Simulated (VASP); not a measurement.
BeSi (L10 type), 2 atoms in the cell. The structure is orthorhombic, space group Amm2 (No. 38). Conventional cell: a = 3.420 Å, b = 3.614 Å, c = 3.614 Å, α = 90.00°, β = 90.00°, γ = 90.00°. Within 3.2 Å of Be (site symmetry mm2) lie 8 Si at 2.45 to 2.52 Å and 4 Be at 2.56 Å. Si (site symmetry mm2) has 8 Be at 2.45 to 2.52 Å and 4 Si at 2.56 Å within 3.2 Å. 

| Item | Value |
| --- | --- |
| Program | VASP 6.6.1 |
| Task | electric field gradients |
| Functional | revPBE |
| Potentials or basis | VASP PAW PBE potentials, release 64 (Be, Si) |
| Cutoff | 520 eV |
| k mesh | 14 × 14 × 11 |
| Occupations | fermi-dirac, width 0.05 eV |
| Spin | no spin polarisation |
| Dipole correction | no |
| Further INCAR settings | ALGO = Normal; EDIFF = 1e-08; NBANDS = 10 |

Potentials or basis: VASP PAW PBE potentials, release 64 (Be, Si).

Command:

```console
$ cat potpaw_PBE.64/Be/POTCAR potpaw_PBE.64/Si/POTCAR > POTCAR
$ mpirun -np 1 vasp_std > vasp.out
```

Hardware: 1 thread of Intel Xeon 8259CL, on a shared host.

How long does it take, and how much memory?

Wall time 100 s on 1 thread of Intel Xeon 8259CL, with other jobs on the host, peak memory 0.19 GiB. Counts: scf iterations 13, k points 342.
